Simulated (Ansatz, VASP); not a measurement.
## TiO2: VASP beside Ansatz

```
Ti O
1.0
    -1.88890    1.88890    4.88755
     1.88890   -1.88890    4.88755
     1.88890    1.88890   -4.88755
Ti O
2 4
Direct
  0.75000 0.25000 0.50000
  0.00000 0.00000 0.00000
  0.54500 0.04500 0.50000
  0.79500 0.79500 0.00000
  0.20500 0.20500 0.00000
  0.95500 0.45500 0.50000
```

Change from the starting cell: uniaxial_z strain +2.0%.

Alike in both runs: task single point; functional PBE; k mesh 10 × 10 × 10; occupations fermi-dirac, width 0.02 eV; no spin polarisation.

```csv
,VASP,Ansatz
version,VASP 6.6.1,Ansatz 0.2.0
potentials or method,"VASP PAW PBE potentials, release 64 (Ti_sv, O)","plane waves, PAW"
plane-wave cutoff (eV),520,420
valence electrons in the cell,48,48
```

```csv
,VASP,Ansatz,Ansatz less VASP
gap on the k mesh at the Fermi level (eV),2.18,2.20,+0.024
pressure (GPa),2.0,1.3,-0.68
"traceless stress, the component that is largest in VASP (GPa)",-0.37,-0.39,-0.022
rms of the force components (eV/Å),0.044,0.036,-0.0076
```

Atom by atom the forces differ by 0.008 eV/Å (rms over components).
